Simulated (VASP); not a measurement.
# GaSb (I-4m2) in VASP: further runs, part 2 of 2

VASP 6.6.1. Earlier steps stand in the parts before.

**3. Single point, PBE**

Contents of INCAR:

```
SYSTEM = GaSb
  ALGO = Normal
  EDIFF = 1E-7
  ENCUT = 520
  GGA = PE
  ISIF = 2
  ISMEAR = 0
  LASPH = .TRUE.
  LCHARG = .TRUE.
  LELF = .TRUE.
  LREAL = .FALSE.
  LVHAR = .TRUE.
  LWAVE = .FALSE.
  NBANDS = 16
  NELM = 60
  PREC = Accurate
  SIGMA = 0.15
```

Contents of KPOINTS:

```
k-points
0
G
  16 16 16
  0 0 0
```

Contents of POSCAR:

```
GaSb
1.0
   -2.7196500000      2.7196500000      1.5020500000
    2.7196500000     -2.7196500000      1.5020500000
    2.7196500000      2.7196500000     -1.5020500000
Ga Sb
1 1
Direct
    0.2500000000      0.7500000000      0.5000000000
    0.0000000000      0.0000000000      0.0000000000
```

Potentials or basis: VASP PAW PBE potentials, release 64 (Ga_d, Sb).

Command:

```console
$ cat potpaw_PBE.64/Ga_d/POTCAR potpaw_PBE.64/Sb/POTCAR > POTCAR
$ mpirun -np 1 vasp_std > vasp.out
```

OUTCAR:

```text
SYSTEM = GaSb
   EDIFF = 1E-7
   ENCUT = 520
   GGA = PE
   ISIF = 2
   ISMEAR = 0
   LASPH = .TRUE.
   LREAL = .FALSE.
   NELM = 60
   PREC = Accurate

 ion  position               nearest neighbor table
   1  0.250  0.750  0.500-   2 2.82   2 2.82   2 2.82   2 2.82
   2  0.000  0.000  0.000-   1 2.82   1 2.82   1 2.82   1 2.82

  LATTYP: Found a body centered tetragonal cell.
 ALAT       =     5.4393000000
 C/A-ratio  =     0.5522953321

  Lattice vectors:

 A1 = (  -2.7196500000,   2.7196500000,   1.5020500000)
 A2 = (   2.7196500000,  -2.7196500000,   1.5020500000)
 A3 = (   2.7196500000,   2.7196500000,  -1.5020500000)

Analysis of symmetry for initial positions (statically):
=====================================================================
 Subroutine PRICEL returns:
 Original cell was already a primitive cell.

 Routine SETGRP: Setting up the symmetry group for a
 body centered tetragonal supercell.

 Subroutine GETGRP returns: Found  8 space group operations
 (whereof  8 operations were pure point group operations)
 out of a pool of 16 trial point group operations.

The static configuration has the point symmetry D_2d.

Analysis of symmetry for dynamics (positions and initial velocities):
=====================================================================
 Subroutine PRICEL returns:
 Original cell was already a primitive cell.

 Routine SETGRP: Setting up the symmetry group for a
 body centered tetragonal supercell.

 Subroutine GETGRP returns: Found  8 space group operations
 (whereof  8 operations were pure point group operations)
 out of a pool of 16 trial point group operations.

The dynamic configuration has the point symmetry D_2d.

 Subroutine INISYM returns: Found  8 space group operations
 (whereof  8 operations are pure point group operations),
 and found     1 'primitive' translations

----------------------------------------------------------------------------------------

                                     Primitive cell

  volume of cell :      44.4396

  direct lattice vectors                    reciprocal lattice vectors
    -2.719650000  2.719650000  1.502050000     0.000000000  0.183847186  0.332878400
     2.719650000 -2.719650000  1.502050000     0.183847186  0.000000000  0.332878400
     2.719650000  2.719650000 -1.502050000     0.183847186  0.183847186  0.000000000

  length of vectors
     4.129061207  4.129061207  4.129061207     0.380273345  0.380273345  0.259999184

  position of ions in fractional coordinates (direct lattice)
     0.250000000  0.750000000  0.500000000
     0.000000000  0.000000000  0.000000000

  ion indices of the primitive-cell ions
   primitive index   ion index
                 1           1
                 2           2

----------------------------------------------------------------------------------------

 KPOINTS: k-points

Automatic generation of k-mesh.
 Grid dimensions read from file:
 generate k-points for:   16   16   16

 Generating k-lattice:

  Cartesian coordinates                     Fractional coordinates (reciprocal lattice)
     0.000000000  0.011490449  0.020804900     0.062500000  0.000000000 -0.000000000
     0.011490449  0.000000000  0.020804900     0.000000000  0.062500000 -0.000000000
     0.011490449  0.011490449  0.000000000     0.000000000  0.000000000  0.062500000

  Length of vectors
     0.023767084  0.023767084  0.016249949

  Shift w.r.t. Gamma in fractional coordinates (k-lattice)
     0.000000000  0.000000000  0.000000000

 Subroutine IBZKPT returns following result:
 ===========================================

 Found    349 irreducible k-points:

 Following reciprocal coordinates:
            Coordinates               Weight
  0.000000  0.000000  0.000000      1.000000
  0.062500  0.000000  0.000000      8.000000
  0.125000  0.000000  0.000000      8.000000
  0.187500  0.000000  0.000000      8.000000
  0.250000  0.000000  0.000000      8.000000
  0.312500  0.000000 -0.000000      8.000000
[... 16 lines left out ...]
 -0.125000  0.062500  0.000000     16.000000
 -0.062500  0.062500  0.000000      4.000000
 [... further k-points ...]
   k-points           NKPTS =    349   k-points in BZ     NKDIM =    349   number of bands    NBANDS=     16
   number of dos      NEDOS =    301   number of ions     NIONS =      2
   total plane-waves  NPLWV =  32768
   dimension x,y,z NGX =    32 NGY =   32 NGZ =   32
   dimension x,y,z NGXF=    64 NGYF=   64 NGZF=   64
   ions per type =               1   1
   NGX,Y,Z   is equivalent  to a cutoff of  12.88, 12.88, 12.88 a.u.
   NGXF,Y,Z  is equivalent  to a cutoff of  25.77, 25.77, 25.77 a.u.
 SYSTEM =  GaSb
   PREC   = accura    normal or accurate (medium, high low for compatibility)
   ISTART =      0    job   : 0-new  1-cont  2-samecut
   ICHARG =      2    charge: 1-file 2-atom 10-const
   ISPIN  =      1    spin polarized calculation?
   LNONCOLLINEAR =      F non collinear calculations
   LSORBIT =      F    spin-orbit coupling
   LASPH  =      T    aspherical Exc in radial PAW
   ENCUT  =  520.0 eV  38.22 Ry    6.18 a.u.   7.68  7.68  7.68*2*pi/ulx,y,z
   NELM   =     60;   NELMIN=  2; NELMDL= -5     # of ELM steps
   EDIFF  = 0.1E-06   stopping-criterion for ELM
   LREAL  =      F    real-space projection
   EDIFFG = 0.1E-05   stopping-criterion for IOM
   NSW    =      0    number of steps for IOM
   IBRION =     -1    ionic relax: 0-MD 1-quasi-New 2-CG
   NFREE  =      0    steps in history (QN), initial steepest desc. (CG)
   ISIF   =      2    stress and relaxation
   ISYM   =      2    0-nonsym 1-usesym 2-fastsym
   POTIM  = 0.5000    time-step for ionic-motion
   TEBEG  =    0.0;   TEEND  =   0.0 temperature during run
   PSTRESS=    0.0 pullay stress
   NELECT =      18.0000    total number of electrons
   NUPDOWN=      -1.0000    fix difference up-down
   EMIN   =  10.00;   EMAX   =-10.00  energy-range for DOS
   EFERMI =   0.00;   METHOD = LEGACY
   ISMEAR =     0;   SIGMA  =   0.15  broadening in eV -4-tet -1-fermi 0-gaus
   EFERMI_NEDOS =   21; number of points for ismear=-14 and -15
   IALGO  =     38    algorithm
   IMIX   =      4    mixing-type and parameters
     AMIX     =   0.40;   BMIX     =  1.00
     AMIX_MAG =   1.60;   BMIX_MAG =  1.00
  volume/ion in A,a.u.               =      22.22       149.95
  Fermi-wavevector in a.u.,A,eV,Ry     =   1.211273  2.288975 19.962241  1.467183
  Thomas-Fermi vector in A             =   2.346794
   LORBIT       =      0    0 simple, 1 ext, 2 COOP (PROOUT), +10 PAW based schemes
   GGA     = PE    functional components
   LHFCALC =     F    Hartree Fock is set to
   AEXX    =    0.0000 exact exchange contribution
   IVDW    =     0    specifies the selected vdW correction
   LEPSILON=     F    determine dielectric tensor
   LRPA    =     F    only Hartree local field effects (RPA)
 non-spin polarized calculation
 Gauss-broadening in eV      SIGMA  =   0.15
  energy-cutoff  :      520.00
  volume of cell :       44.44
 maximum number of plane-waves:      1218
   NGX = 15   NGY = 15   NGZ = 15

 number of electron      18.0000011 magnetization

 Free energy of the ion-electron system (eV)
  ---------------------------------------------------
  ext. energy  EPLUGINS =         0.00000000
  ---------------------------------------------------
  free energy    TOTEN  =        -6.92798273 eV

  energy without entropy =       -6.91952589  energy(sigma->0) =       -6.92375431

 E-fermi :   7.5436     XC(G=0): -10.6179

 val. band max:        7.5254556657   @ k =  -0.1875   0.5000   0.1250
 cond. band min:       7.5458351639   @ k =  -0.1250  -0.2500   0.0625
 fundamental gap:      0.0203794982
 Fermi energy:         7.5436291386

 k-point     1 :       0.0000    0.0000    0.0000
  band No.  band energies     occupation
      1      -7.5356      2.00000
      2      -7.4235      2.00000
      3      -7.4182      2.00000
      4      -7.3652      2.00000
      5      -7.3652      2.00000
      6      -5.0810      2.00000
[... 8 lines left out ...]
     15      18.0477      0.00000
     16      18.1371      0.00000
[... 419 lines left out ...]
 k-point    24 :      -0.0625    0.0625    0.0000
  band No.  band energies     occupation
      1      -7.5351      2.00000
      2      -7.4245      2.00000
      3      -7.4176      2.00000
      4      -7.3652      2.00000
      5      -7.3648      2.00000
      6      -5.0454      2.00000
[... 8 lines left out ...]
     15      17.9797      0.00000
     16      18.3228      0.00000

 [... further k-points ...]
[... 5 lines left out ...]
  --------------------------------------------------------------------------------------
  -------------------------------------------------------------------------------------
  Total        1.2913545      1.2913545      1.8787587      0.0000000      0.0000000      0.0000000
  in kB       46.5570724     46.5570724     67.7346948      0.0000000      0.0000000      0.0000000
  external PRESSURE =      53.6162799 kB  Pullay stress =       0.0000000 kB

 VOLUME and BASIS-vectors are now :
 -----------------------------------------------------------------------------
  energy-cutoff  :      520.00
  volume of cell :       44.44
      direct lattice vectors                 reciprocal lattice vectors
    -2.719650000  2.719650000  1.502050000     0.000000000  0.183847186  0.332878400
     2.719650000 -2.719650000  1.502050000     0.183847186  0.000000000  0.332878400
     2.719650000  2.719650000 -1.502050000     0.183847186  0.183847186  0.000000000

 POSITION                                       TOTAL-FORCE (eV/Angst)
 -----------------------------------------------------------------------------------
      2.71965     -0.00000      0.75103         0.000000     -0.000000      0.000000
      0.00000      0.00000      0.00000        -0.000000      0.000000     -0.000000
 -----------------------------------------------------------------------------------
    total drift:                                0.000000     -0.000000      0.000000

  FREE ENERGIE OF THE ION-ELECTRON SYSTEM (eV)
  ---------------------------------------------------
  free  energy   TOTEN  =        -6.9279827274 eV

  energy  without entropy=       -6.9195258898  energy(sigma->0) =       -6.92375431
```

stdout:

```text
POSCAR found type information on POSCAR GaSb
 POSCAR found :  2 types and       2 ions
 scaLAPACK will be used
 LDA part: xc-table for (Slater+PW92), standard interpolation
 POSCAR, INCAR and KPOINTS ok, starting setup
 FFT: planning ... GRIDC
 FFT: planning ... GRID_SOFT
 FFT: planning ... GRID
 WAVECAR not read
 entering main loop
```

Wall time 2.5 min (1 thread of Intel Xeon Platinum 8488C (Sapphire Rapids), shared host); peak memory 0.39 GiB.

Results:

```yaml
Free_energy: -6.9280 eV
Pressure: 5.4 GPa
Band_gap_on_the_k_mesh: zero (band 9 reaches 9.19 eV, above the bottom of band 10 at 4.34 eV)
```

Caveat: spin-orbit coupling is left out, which moves the levels of the heavy elements.

**4. Single point, PBE**

This run uses another cell than the first one, of 22.19 Å³/atom, 0.997 times its volume.

Contents of INCAR:

```
ALGO     = Normal         # electronic algorithm
EDIFF    = 1E-6           # SCF threshold, eV
ENCUT    = 520            # plane-wave cutoff, eV
GGA      = PE             # functional
ISIF     = 2              # what is computed and relaxed
ISMEAR   = 0              # smearing method
LASPH    = T              # aspherical terms in the spheres
LCHARG   = T              # write CHGCAR
LELF     = T              # ELF
LREAL    = F              # projectors in reciprocal space
LVHAR    = T            
LWAVE    = F              # write WAVECAR
NBANDS   = 16             # bands
NELM     = 60             # most SCF steps
PREC     = Accurate       # precision mode
SIGMA    = 0.15           # smearing width, eV
```

Contents of KPOINTS:

```
k-points
0
Gamma
  16 16 16
```

Contents of POSCAR:

```
GaSb
1.0
   -2.6274500000      2.6274500000      1.6074500000
    2.6274500000     -2.6274500000      1.6074500000
    2.6274500000      2.6274500000     -1.6074500000
Ga Sb
1 1
Direct
    0.2500000000      0.7500000000      0.5000000000
    0.0000000000      0.0000000000      0.0000000000
```

Command:

```console
$ cat potpaw_PBE.64/Ga_d/POTCAR potpaw_PBE.64/Sb/POTCAR > POTCAR
$ mpirun -np 1 vasp_std > vasp.out
```

It took 2.7 min on 1 thread of Intel Xeon Platinum 8488C (Sapphire Rapids), shared host; peak memory 0.37 GiB.

It converged, with:

```yaml
Free_energy: -6.8922 eV
Pressure: 6.3 GPa
Band_gap_on_the_k_mesh: zero (band 9 reaches 9.85 eV, above the bottom of band 10 at 4.33 eV)
```

Stress tensor (GPa, compression positive):
```
8.11 0.00 0.00
0.00 8.11 0.00
0.00 0.00 2.63
```

Levels at points of the mesh, in eV from the Fermi level:
```
           k point  band 7  band 8  band 9  band 10  band 11  band 12
(0.00, 0.00, 0.00)   -2.11   -1.87   -1.87     3.48     4.68     7.08
(0.50, 0.00, 0.00)   -6.22   -2.38   -1.93    -1.21     2.18     3.61
(0.50, 0.50, 0.00)   -8.56    0.25    1.79     2.88     2.94     4.27
(0.50, 0.50, 0.50)   -6.00   -5.45   -5.45     2.64     4.02    11.70
```

Caveat: spin-orbit coupling is left out, which moves the levels of the heavy elements.

**5. Single point, PBE**

This run uses another cell than the first one, of the same volume but with other edges.

Contents of INCAR:

```
PREC = Accurate
ENCUT = 520
EDIFF = 1E-7
ISMEAR = 0
SIGMA = 0.15
LREAL = F
LASPH = T
NELM = 100
ALGO = Normal
ISIF = 2
LWAVE = F
LCHARG = T
GGA = PE
LELF = T
LVHAR = T
NBANDS = 16
```

Contents of KPOINTS:

```
regular mesh
0
Gamma
  16 16 16
```

Contents of POSCAR:

```
GaSb
1.0
   -2.6735500000      2.6735500000      1.5547500000
    2.6735500000     -2.6735500000      1.5547500000
    2.6735500000      2.6735500000     -1.5547500000
Ga Sb
1 1
Direct
    0.2500000000      0.7500000000      0.5000000000
    0.0000000000      0.0000000000      0.0000000000
```

Command:

```console
$ cat potpaw_PBE.64/Ga_d/POTCAR potpaw_PBE.64/Sb/POTCAR > POTCAR
$ mpirun -np 1 vasp_std > vasp.out
```

Run time: 2.7 min. Hardware: 1 thread of Intel Xeon Platinum 8488C (Sapphire Rapids), shared host; peak memory 0.37 GiB.

It converged, with:

```yaml
Free_energy: -6.9292 eV
Pressure: 5.4 GPa
Band_gap_on_the_k_mesh: zero (band 9 reaches 9.50 eV, above the bottom of band 10 at 4.21 eV)
```

Stress tensor (GPa, compression positive):
```
6.08 0.00 0.00
0.00 6.08 0.00
0.00 0.00 4.18
```

Levels at points of the mesh, in eV from the Fermi level:
```tsv
k point	band 7	band 8	band 9	band 10	band 11	band 12
(0.00, 0.00, 0.00)	-2.62	-2.05	-2.05	3.30	5.41	7.59
(0.50, 0.00, 0.00)	-6.05	-2.47	-1.70	-1.27	2.26	3.50
(0.50, 0.50, 0.00)	-8.55	0.04	1.79	2.45	2.55	4.80
(0.50, 0.50, 0.50)	-6.14	-5.46	-5.46	3.53	4.94	11.34
```

Caveat: spin-orbit coupling is left out, which moves the levels of the heavy elements.

**6. Summary**

```tsv
cell	gap on the mesh (eV)	pressure (GPa)
a = 4.173 Å, angles 97.0, 97.0, 139.2°, 2 atoms	none	5.6
a = 4.129 Å, angles 97.6, 97.6, 137.3°, 2 atoms	none	5.4
a = 4.049 Å, angles 99.1, 99.1, 133.2°, 2 atoms	none	6.3
a = 4.088 Å, angles 98.3, 98.3, 135.3°, 2 atoms	none	5.4
```

Alike in all rows: task single point; level PBE; potentials or basis VASP PAW PBE potentials, release 64 (Ga_d, Sb); no spin polarisation; k mesh 16 × 16 × 16; cutoff (eV) 520; smearing gaussian 0.15 eV.

Caveats: spin-orbit coupling is left out, which moves the levels of the heavy elements.

Absolute energies hang on the potentials; compare differences alone.
